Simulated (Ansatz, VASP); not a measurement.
## KF: VASP beside Ansatz

Contents of INCAR:

```
  PREC = Accurate
  ENCUT = 520
  EDIFF = 1E-6
  ISMEAR = 0
  SIGMA = 0.05
  LREAL = False
  LASPH = True
  NELM = 80
  ALGO = Normal
  ISIF = 2
  LWAVE = False
  LCHARG = False
  NBANDS = 15
```

KPOINTS

```
regular mesh
0
Gamma
  8 8 8
```

Contents of POSCAR:

```
KF
1.0
    3.3078393250      0.0000000000      0.0000000000
    0.0000000000      3.3078393250      0.0000000000
    0.0000000000      0.0000000000      3.3567236500
K F
1 1
Direct
    0.0000000000      0.0000000000      0.0000000000
    0.5000000000      0.5000000000      0.5000000000
```

Input for Ansatz:

```yaml
crystal:
  lattice:
    - [3.307839325, 0.0, 0.0]
    - [0.0, 3.307839325, 0.0]
    - [0.0, 0.0, 3.35672365]
  atoms:
    - { symbol: K, position: [0.0, 0.0, 0.0] }
    - { symbol: F, position: [0.5, 0.5, 0.5] }
basis:
  ecutwfc: 420
kpoints:
  mp_grid: { grid: [8, 8, 8] }
hamiltonian:
  xc: lda
scf:
  occupations: { method: gaussian, width: 0.05 }
output:
  forces: true
  stress: true
  eigenvalues: true
```

Change from the starting cell: strain +0.015 along x and y, +0.030 along z, atoms carried along.

Alike in both runs: task single point; functional LDA; k mesh 8 × 8 × 8; occupations gaussian, width 0.05 eV; no spin polarisation.

```csv
,VASP,Ansatz
version,VASP 6.6.1,Ansatz 0.2.0
potentials or method,"VASP PAW LDA potentials, release 64 (K_sv, F), cutoff 520 eV","scalar-relativistic, plane waves, PAW"
valence electrons in the cell,16,16
```

```csv
,VASP,Ansatz,Ansatz less VASP
gap on the k mesh at the Fermi level (eV),5.51,5.53,+0.014
least direct gap on the mesh (eV),5.57,5.58,+0.014
pressure (GPa),-6.7,-6.7,-0.02
"traceless stress, the component that is largest in VASP (GPa)",-0.76,-0.76,0.000
```

LDA's correlation is that of Perdew and Zunger in VASP and of Perdew and Wang (1992) in Ansatz.
